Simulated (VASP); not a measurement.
## KPrBr4: single point with PBE

KPrBr4:

```
K Pr Br
1.0
     5.14928    0.00000    0.00000
     0.00000    5.14928    0.00000
     0.00000    0.00000    7.88318
K Pr Br
1 1 4
Cartesian
  2.5746 2.5746 3.9416
  0.0000 0.0000 0.0000
  2.5746 0.0000 6.1361
  0.0000 2.5746 1.7471
  2.5746 0.0000 1.7471
  0.0000 2.5746 6.1361
```

The cell was generated, and may not be a known phase.

```yaml
Program: VASP 6.6.1
Task: single point
Functional: PBE
Potentials_or_basis: VASP PAW PBE potentials, release 64 (K_sv, Pr_3, Br), 4f in core
Cutoff: 500 eV
k_mesh: 6 × 6 × 4
Occupations: gaussian, width 0.02 eV
Spin: no spin polarisation
```

The pressure is 0.0 GPa, the largest force is 0.011 eV/Å and the band gap on the k mesh is 2.66 eV (least direct gap 2.93 eV).

Forces on the atoms (eV/Å):
```
K    0.000  0.000  0.000
Pr   0.000  0.000  0.000
Br   0.000  0.000  0.011
Br   0.000  0.000 -0.011
Br   0.000  0.000 -0.011
Br   0.000  0.000  0.011
```

Levels at points of the mesh, in eV from the valence-band top:
```tsv
k point	band 22	band 23	band 24	band 25	band 26	band 27
(0.00, 0.00, 0.00)	-0.67	-0.67	-0.53	2.66	2.86	3.98
(0.50, 0.00, 0.00)	-1.36	-1.02	-0.82	2.77	3.41	4.05
(0.50, 0.50, 0.00)	-0.59	-0.24	0.00	2.93	3.12	3.73
(0.00, 0.00, 0.50)	-0.69	-0.63	-0.63	2.74	2.87	4.96
(0.50, 0.00, 0.50)	-1.53	-1.29	-1.16	2.83	3.39	3.92
(0.50, 0.50, 0.50)	-0.62	-0.19	-0.06	3.02	3.33	3.64
```

Run time: 90 s on 1 thread of Intel(R) Xeon(R) 6975P-C (Granite Rapids), on a shared host, peak memory 0.41 GiB.

Caveat: spin-orbit coupling is left out, which moves the levels of the heavy elements; the 4f electrons are frozen in the core, so they carry no moment and show no levels. A k mesh can miss the band edges.
